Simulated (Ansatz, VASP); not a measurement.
# Si4Se3 in VASP and in Ansatz

```
Si Se
1.0
     1.88091    1.08594   12.53770
    -1.88091    1.08594   12.53770
     0.00000   -2.17189   12.53770
Si Se
4 3
Cartesian
  0.0000 0.0000 5.9586
  0.0000 0.0000 31.6545
  0.0000 0.0000 10.9680
  0.0000 0.0000 26.6451
  0.0000 0.0000 22.2085
  0.0000 0.0000 15.4046
  0.0000 0.0000 0.0000
```

Alike in both runs: functional PBE; k mesh 5 × 5 × 5; occupations gaussian, width 0.2 eV; no spin polarisation.

Ansatz relaxed the structure, and its values are those at the end. VASP's run is a single point on that final structure, the one shown.

|  | VASP | Ansatz |
| --- | --- | --- |
| version | VASP 6.6.1 | Ansatz 0.2.0 |
| potentials or method | VASP PAW PBE potentials, release 64 (Si, Se), cutoff 520 eV | scalar-relativistic, plane waves, PAW |
| valence electrons in the cell | 34 | 64 |

Ansatz gave:

* gap on the k mesh at the Fermi level (eV): 0.09
* least direct gap on the mesh (eV): 0.27
* pressure (GPa): 0.1
* rms of the force components (eV/Å): 0.023

Task: What did VASP give for the same quantities?

Result: gap on the k mesh at the Fermi level (eV): 0.10; least direct gap on the mesh (eV): 0.27; pressure (GPa): 0.1; rms of the force components (eV/Å): 0.026.

VASP's potentials hold 34 valence electrons a cell and Ansatz's 64, so a difference there can come from the potentials and not from the codes.
